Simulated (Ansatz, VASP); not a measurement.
## One calculation of HfO2, two programs

INCAR

```
SYSTEM = HfO2
PREC = Accurate ; ENCUT = 520
EDIFF = 1E-6 ; ISMEAR = -1
SIGMA = 0.05 ; LREAL = .FALSE.
LASPH = .TRUE. ; NELM = 100
ALGO = Normal ; ISIF = 2
LWAVE = .FALSE. ; LCHARG = .TRUE.
GGA = PE ; LVHAR = .TRUE.
NBANDS = 56 ; KPAR = 4
```

File KPOINTS:

```
Automatic mesh
0
G
  9 9 10
  0 0 0
```

Contents of POSCAR:

```
HfO2
1.0
    5.0803194000      0.0000000000      0.0000000000
    0.0000000000      5.1648674500      0.0000000000
    0.0000000000      0.0000000000      4.8908836500
Hf O
4 8
Direct
    0.2225908200      0.7817995800      0.2720679400
    0.7225908200      0.7182004200      0.7279320600
    0.7774091800      0.2182004200      0.2720679400
    0.2774091800      0.2817995800      0.7279320600
    0.1868153200      0.1636487800      0.1045346200
    0.6868153200      0.3363512200      0.8954653800
    0.8131846800      0.8363512200      0.1045346200
    0.3131846800      0.6636487800      0.8954653800
    0.0000000000      0.5000000000      0.4890544500
    0.5000000000      0.0000000000      0.5109455500
    0.0000000000      0.0000000000      0.5756249900
    0.5000000000      0.5000000000      0.4243750100
```

Contents of input.yaml:

```yaml
crystal:
  lattice:
    - [5.0803194, 0.0, 0.0]
    - [0.0, 5.16486745, 0.0]
    - [0.0, 0.0, 4.89088365]
  atoms:
    - { symbol: Hf, position: [0.22259082, 0.78179958, 0.27206794] }
    - { symbol: Hf, position: [0.72259082, 0.71820042, 0.72793206] }
    - { symbol: Hf, position: [0.77740918, 0.21820042, 0.27206794] }
    - { symbol: Hf, position: [0.27740918, 0.28179958, 0.72793206] }
    - { symbol: O, position: [0.18681532, 0.16364878, 0.10453462] }
    - { symbol: O, position: [0.68681532, 0.33635122, 0.89546538] }
    - { symbol: O, position: [0.81318468, 0.83635122, 0.10453462] }
    - { symbol: O, position: [0.31318468, 0.66364878, 0.89546538] }
    - { symbol: O, position: [0.0, 0.5, 0.48905445] }
    - { symbol: O, position: [0.5, 0.0, 0.51094555] }
    - { symbol: O, position: [0.0, 0.0, 0.57562499] }
    - { symbol: O, position: [0.5, 0.5, 0.42437501] }
hamiltonian:
  xc: pbe
  pseudopotentials: { kind: paw }
kpoints:
  mp_grid: { grid: [9, 9, 10] }
scf:
  occupations: { method: fermi_dirac, width: 0.05 }
output:
  forces: true
  stress: true
  eigenvalues: true
```

Alike in both runs: task single point; functional PBE; k mesh 9 × 9 × 10; occupations fermi-dirac, width 0.05 eV; no spin polarisation.

```csv
,VASP,Ansatz
version,VASP 6.6.1,Ansatz 0.2.0
potentials or method,"VASP PAW PBE potentials, release 64 (Hf_pv, O)",Ansatz PAW
plane-wave cutoff (eV),520,420
valence electrons in the cell,88,152
```

|  | VASP | Ansatz | Ansatz less VASP |
| --- | --- | --- | --- |
| gap on the k mesh at the Fermi level (eV) | 3.83 | 3.86 | +0.031 |
| least direct gap on the mesh (eV) | 3.83 | 3.86 | +0.031 |
| pressure (GPa) | 6.5 | 9.9 | +3.43 |
| traceless stress, the component that is largest in VASP (GPa) | -0.39 | -0.57 | -0.186 |
| rms of the force components (eV/Å) | 0.043 | 0.081 | +0.0377 |

Atom by atom the forces differ by 0.042 eV/Å (rms over components). VASP's potentials hold 88 valence electrons a cell and Ansatz's 152, so a difference there can come from the potentials and not from the codes.

Spin-orbit coupling is off throughout. Noted on Ansatz's run: odd divisions of the mesh miss points on the zone boundary, where band edges often lie, so the gap on the mesh can be too wide.
